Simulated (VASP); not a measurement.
# Ta in VASP: a series of runs, part 2 of 2

VASP 6.6.1. Earlier steps stand in the parts before.

### Step 4. Single point, PBE

This run uses another cell than the first one, of 45.56 Å³/atom, 0.847 times its volume.

File INCAR:

```
  PREC = Accurate
  ENCUT = 400
  EDIFF = 1E-6
  ISMEAR = -1
  SIGMA = 0.1
  LREAL = F
  LASPH = T
  NELM = 120
  ALGO = Normal
  ISIF = 2
  LWAVE = F
  LCHARG = F
  LDIPOL = T
  IDIPOL = 3
  DIPOL = 0.5 0.5 0.500
  GGA = PE
  NBANDS = 24
  GGA_COMPAT = F
  NELMDL = -8
```

File KPOINTS:

```
Automatic mesh
0
Gamma
  13 13 1
```

File POSCAR:

```
Ta
1.0
    2.8752873597      0.0000000000      0.0000000000
   -0.9584291199      2.7108469199      0.0000000000
    0.0000000000      0.0000000000     17.5366000000
Ta
3
Direct
    0.0000000000      0.0000000000      0.3706534646
    0.5000000000      0.5000000000      0.4999999838
    0.0000000000      0.0000000000      0.6293465354
```

Potentials or basis: VASP PAW PBE potentials, release 64 (Ta_pv).

Started as:

```console
$ cat potpaw_PBE.64/Ta_pv/POTCAR > POTCAR
$ mpirun -np 1 vasp_std > vasp.out
```

OUTCAR:

```text
PREC = Accurate
   ENCUT = 400
   EDIFF = 1E-6
   ISMEAR = -1
   LREAL = F
   LASPH = T
   NELM = 120
   ISIF = 2
   GGA = PE
   NELMDL = -8

 ion  position               nearest neighbor table
   1  0.000  0.000  0.371-   2 2.81   2 2.81   2 3.26   2 3.26
   2  0.500  0.500  0.500-   1 2.81   1 2.81   3 2.81   3 2.81   1 3.26   1 3.26   3 3.26   3 3.26

   3  0.000  0.000  0.629-   2 2.81   2 2.81   2 3.26   2 3.26

  LATTYP: Found a base centered orthorhombic cell.
 ALAT       =     3.3200958623
 B/A-ratio  =     1.4142135624
 C/A-ratio  =     5.2819559216

  Lattice vectors:

 A1 = (   2.8752873597,   0.0000000000,   0.0000000000)
 A2 = (  -0.9584291199,   2.7108469199,   0.0000000000)
 A3 = (   0.0000000000,   0.0000000000,  17.5366000000)

Analysis of symmetry for initial positions (statically):
=====================================================================
 Subroutine PRICEL returns:
 Original cell was already a primitive cell.

 Routine SETGRP: Setting up the symmetry group for a
 base centered orthorhombic supercell.

 Subroutine GETGRP returns: Found  8 space group operations
 (whereof  8 operations were pure point group operations)
 out of a pool of  8 trial point group operations.

The static configuration has the point symmetry D_2h.

Analysis of symmetry for dynamics (positions and initial velocities):
=====================================================================
 Subroutine PRICEL returns:
 Original cell was already a primitive cell.

 Routine SETGRP: Setting up the symmetry group for a
 base centered orthorhombic supercell.

 Subroutine GETGRP returns: Found  8 space group operations
 (whereof  8 operations were pure point group operations)
 out of a pool of  8 trial point group operations.

The dynamic configuration has the point symmetry D_2h.

 Subroutine INISYM returns: Found  8 space group operations
 (whereof  8 operations are pure point group operations),
 and found     1 'primitive' translations

----------------------------------------------------------------------------------------

                                     Primitive cell

  volume of cell :     136.6884

  direct lattice vectors                    reciprocal lattice vectors
     2.875287360  0.000000000  0.000000000     0.347791325  0.122962802  0.000000000
    -0.958429120  2.710846920  0.000000000     0.000000000  0.368888406  0.000000000
     0.000000000  0.000000000 17.536600000     0.000000000  0.000000000  0.057023596

  length of vectors
     2.875287360  2.875287360 17.536600000     0.368888406  0.368888406  0.057023596

  position of ions in fractional coordinates (direct lattice)
     0.000000000  0.000000000  0.370653465
     0.500000000  0.500000000  0.499999984
     0.000000000  0.000000000  0.629346535

  ion indices of the primitive-cell ions
   primitive index   ion index
                 1           1
                 2           2
                 3           3

----------------------------------------------------------------------------------------

 KPOINTS: Automatic mesh

Automatic generation of k-mesh.
 Grid dimensions read from file:
 generate k-points for:   13   13    1

 Generating k-lattice:

  Cartesian coordinates                     Fractional coordinates (reciprocal lattice)
     0.026753179  0.009458677  0.000000000     0.076923077  0.000000000  0.000000000
     0.000000000  0.028376031  0.000000000     0.000000000  0.076923077  0.000000000
     0.000000000  0.000000000  0.057023596     0.000000000  0.000000000  1.000000000

  Length of vectors
     0.028376031  0.028376031  0.057023596

  Shift w.r.t. Gamma in fractional coordinates (k-lattice)
     0.000000000  0.000000000  0.000000000

 Subroutine IBZKPT returns following result:
 ===========================================

 Found     49 irreducible k-points:

 Following reciprocal coordinates:
            Coordinates               Weight
  0.000000  0.000000  0.000000      1.000000
  0.076923  0.000000  0.000000      4.000000
  0.153846  0.000000  0.000000      4.000000
  0.230769  0.000000  0.000000      4.000000
  0.307692  0.000000  0.000000      4.000000
  0.384615  0.000000  0.000000      4.000000
[... 16 lines left out ...]
  0.384615  0.153846  0.000000      4.000000
  0.461538  0.153846  0.000000      4.000000
 [... further k-points ...]
   k-points           NKPTS =     49   k-points in BZ     NKDIM =     49   number of bands    NBANDS=     24
   number of dos      NEDOS =    301   number of ions     NIONS =      3
   total plane-waves  NPLWV =  48000
   dimension x,y,z NGX =    20 NGY =   20 NGZ =  120
   dimension x,y,z NGXF=    40 NGYF=   40 NGZF=  240
   ions per type =               3
   NGX,Y,Z   is equivalent  to a cutoff of  11.56, 11.56, 11.38 a.u.
   NGXF,Y,Z  is equivalent  to a cutoff of  23.13, 23.13, 22.75 a.u.
 SYSTEM =  unknown system
   PREC   = accura    normal or accurate (medium, high low for compatibility)
   ISTART =      0    job   : 0-new  1-cont  2-samecut
   ICHARG =      2    charge: 1-file 2-atom 10-const
   ISPIN  =      1    spin polarized calculation?
   LNONCOLLINEAR =      F non collinear calculations
   LSORBIT =      F    spin-orbit coupling
   LASPH  =      T    aspherical Exc in radial PAW
   ENCUT  =  400.0 eV  29.40 Ry    5.42 a.u.   4.69  4.69 28.60*2*pi/ulx,y,z
   NELM   =    120;   NELMIN=  2; NELMDL= -8     # of ELM steps
   EDIFF  = 0.1E-05   stopping-criterion for ELM
   LREAL  =      F    real-space projection
   EDIFFG = 0.1E-04   stopping-criterion for IOM
   NSW    =      0    number of steps for IOM
   IBRION =     -1    ionic relax: 0-MD 1-quasi-New 2-CG
   NFREE  =      0    steps in history (QN), initial steepest desc. (CG)
   ISIF   =      2    stress and relaxation
   ISYM   =      2    0-nonsym 1-usesym 2-fastsym
   POTIM  = 0.5000    time-step for ionic-motion
   TEBEG  =    0.0;   TEEND  =   0.0 temperature during run
   PSTRESS=    0.0 pullay stress
   NELECT =      33.0000    total number of electrons
   NUPDOWN=      -1.0000    fix difference up-down
   EMIN   =  10.00;   EMAX   =-10.00  energy-range for DOS
   EFERMI =   0.00;   METHOD = LEGACY
   ISMEAR =    -1;   SIGMA  =   0.10  broadening in eV -4-tet -1-fermi 0-gaus
   EFERMI_NEDOS =   21; number of points for ismear=-14 and -15
   IALGO  =     38    algorithm
   IMIX   =      4    mixing-type and parameters
     AMIX     =   0.40;   BMIX     =  1.00
     AMIX_MAG =   1.60;   BMIX_MAG =  1.00
  volume/ion in A,a.u.               =      45.56       307.47
  Fermi-wavevector in a.u.,A,eV,Ry     =   1.019379  1.926347 14.138265  1.039133
  Thomas-Fermi vector in A             =   2.152889
   LORBIT       =      0    0 simple, 1 ext, 2 COOP (PROOUT), +10 PAW based schemes
   GGA     = PE    functional components
   LHFCALC =     F    Hartree Fock is set to
   AEXX    =    0.0000 exact exchange contribution
   IVDW    =     0    specifies the selected vdW correction
   LEPSILON=     F    determine dielectric tensor
   LRPA    =     F    only Hartree local field effects (RPA)
 non-spin polarized calculation
  energy-cutoff  :      400.00
  volume of cell :      136.69
 maximum number of plane-waves:      2515
   NGX =  9   NGY =  9   NGZ = 57

 number of electron      33.0000009 magnetization

 dipolmoment           0.000000      0.000000      0.000002 electrons x Angstroem

 Free energy of the ion-electron system (eV)
  ---------------------------------------------------
  ext. energy  EPLUGINS =         0.00000000
  ---------------------------------------------------
  free energy    TOTEN  =       -33.19833622 eV

  energy without entropy =      -33.06918796  energy(sigma->0) =      -33.13376209

 E-fermi :  -0.4343     XC(G=0):  -6.1921

 val. band max:       -0.4404155685   @ k =  -0.1538   0.1538   0.0000
 cond. band min:      -0.4312628861   @ k =   0.1538   0.0000   0.0000
 fundamental gap:      0.0091526824
 Fermi energy:        -0.4342863026

 k-point     1 :       0.0000    0.0000    0.0000
  band No.  band energies     occupation
      1     -34.9487      2.00000
      2     -34.6576      2.00000
      3     -34.2140      2.00000
      4     -34.1450      2.00000
      5     -33.9548      2.00000
      6     -33.9547      2.00000
[... 637 lines left out ...]
     23       3.9122      0.00000
     24       4.4805      0.00000

 [... further k-points ...]

------------------------ aborting loop because EDIFF is reached ----------------------------------------

 vacuum level on the upper side and lower side of the slab       (xc-potential included)        -0.285        -0.285

  FORCE on cell =-STRESS in cart. coord.  units (eV):
  Direction    XX          YY          ZZ          XY          YZ          ZX
  --------------------------------------------------------------------------------------
  -------------------------------------------------------------------------------------
  Total       -3.2714444     -3.2068037     -0.0514384      0.0914159      0.0000000      0.0000000
  in kB      -38.3458604    -37.5881809     -0.6029288      1.0715206      0.0000000      0.0000000
  external PRESSURE =     -25.5123234 kB  Pullay stress =       0.0000000 kB

 VOLUME and BASIS-vectors are now :
 -----------------------------------------------------------------------------
  energy-cutoff  :      400.00
  volume of cell :      136.69
      direct lattice vectors                 reciprocal lattice vectors
     2.875287360  0.000000000  0.000000000     0.347791325  0.122962802  0.000000000
    -0.958429120  2.710846920  0.000000000     0.000000000  0.368888406  0.000000000
     0.000000000  0.000000000 17.536600000     0.000000000  0.000000000  0.057023596

 POSITION                                       TOTAL-FORCE (eV/Angst)
 -----------------------------------------------------------------------------------
      0.00000      0.00000      6.50000         0.000000     -0.000000      0.003971
      0.95843      1.35542      8.76830        -0.000000      0.000000      0.000000
      0.00000      0.00000     11.03660         0.000000      0.000000     -0.003971
 -----------------------------------------------------------------------------------
    total drift:                                0.000000      0.000000      0.000308

  FREE ENERGIE OF THE ION-ELECTRON SYSTEM (eV)
  ---------------------------------------------------
  free  energy   TOTEN  =       -33.1983362244 eV

  energy  without entropy=      -33.0691879602  energy(sigma->0) =      -33.13376209

 vacuum level on the upper side and lower side of the slab         4.053         4.052
```

stdout:

```text
POSCAR found type information on POSCAR Ta
 POSCAR found :  1 types and       3 ions
 scaLAPACK will be used
 LDA part: xc-table for (Slater+PW92), standard interpolation
 POSCAR, INCAR and KPOINTS ok, starting setup
 FFT: planning ... GRIDC
 FFT: planning ... GRID_SOFT
 FFT: planning ... GRID
 WAVECAR not read
 entering main loop
```

It took 3.3 min on 1 thread of AMD EPYC 9R45 (Zen 5), shared host; peak memory 0.21 GiB.

What came out:

| Item | Value |
| --- | --- |
| Free energy | -33.1983 eV |
| Largest force | 0.004 eV/Å |

Forces on the atoms (eV/Å):
```
Ta   0.000  0.000  0.004
Ta   0.000  0.000  0.000
Ta   0.000  0.000 -0.004
```

Caveat: spin-orbit coupling is left out, which moves the levels of the heavy elements.

### Step 5. Single point, PBE

File INCAR:

```
ALGO     = Normal         # electronic algorithm
DIPOL    = 0.5 0.5 0.500
EDIFF    = 1E-6           # SCF threshold, eV
ENCUT    = 400            # plane-wave cutoff, eV
GGA      = PE             # functional
GGA_COMPAT= False        
IDIPOL   = 3            
ISIF     = 2              # what is computed and relaxed
ISMEAR   = -1             # smearing method
LASPH    = True           # aspherical terms in the spheres
LCHARG   = True           # write CHGCAR
LDIPOL   = True         
LELF     = True           # ELF
LREAL    = False          # projectors in reciprocal space
LVACPOTAV= True         
LVHAR    = True         
LWAVE    = False          # write WAVECAR
NBANDS   = 24             # bands
NELM     = 120            # most SCF steps
NELMDL   = -8           
PREC     = Accurate       # precision mode
SIGMA    = 0.1            # smearing width, eV
```

File KPOINTS:

```
k-points
0
Gamma
  13 13 1
```

File POSCAR:

```
Ta
1.0
    2.8752873597      0.0000000000      0.0000000000
   -0.9584291199      2.7108469199      0.0000000000
    0.0000000000      0.0000000000     20.6953000000
Ta
3
Direct
    0.0000000000      0.0000000000      0.3865606056
    0.5000000000      0.5000000000      0.5000000000
    0.0000000000      0.0000000000      0.6134393944
```

Started as:

```console
$ cat potpaw_PBE.64/Ta_pv/POTCAR > POTCAR
$ mpirun -np 1 vasp_std > vasp.out
```

Wall time 4.1 min (1 thread of AMD EPYC 9R45 (Zen 5), shared host); peak memory 0.23 GiB.

It converged, with:

| Quantity | Value |
| --- | --- |
| Free energy | -33.1573 eV |
| Largest force | 0.492 eV/Å |

Forces on the atoms (eV/Å):
```
Ta   0.000  0.000  0.492
Ta   0.000  0.000  0.000
Ta   0.000  0.000 -0.492
```

Levels at points of the mesh, in eV from the Fermi level:
| k point | band 14 | band 15 | band 16 | band 17 | band 18 | band 19 |
| --- | --- | --- | --- | --- | --- | --- |
| (0.00, 0.00, 0.00) | -0.73 | -0.45 | -0.27 | 0.15 | 0.36 | 0.90 |

Caveat: spin-orbit coupling is left out, which moves the levels of the heavy elements.

### Step 6. The runs side by side

| cell | dipole correction | gap on the mesh (eV) |
| --- | --- | --- |
| a = 2.875, b = 2.875, c = 20.695 Å, angles 90.0, 90.0, 109.5°, 3 atoms | no | none |
| a = 2.875, b = 2.875, c = 17.537 Å, angles 90.0, 90.0, 109.5°, 3 atoms | yes | none |
| a = 2.875, b = 2.875, c = 20.695 Å, angles 90.0, 90.0, 109.5°, 3 atoms | yes | none |

Some of these runs hold the atoms at other places in the same cell, which the table doesn't show; runs alike in all that it shows share one row.

Alike in all rows: task single point; level PBE; potentials or basis VASP PAW PBE potentials, release 64 (Ta_pv); no spin polarisation; k mesh 13 × 13 × 1; cutoff (eV) 400; smearing fermi-dirac 0.1 eV.

Caveats: spin-orbit coupling is left out, which moves the levels of the heavy elements.

Absolute energies hang on the potentials; compare differences alone.
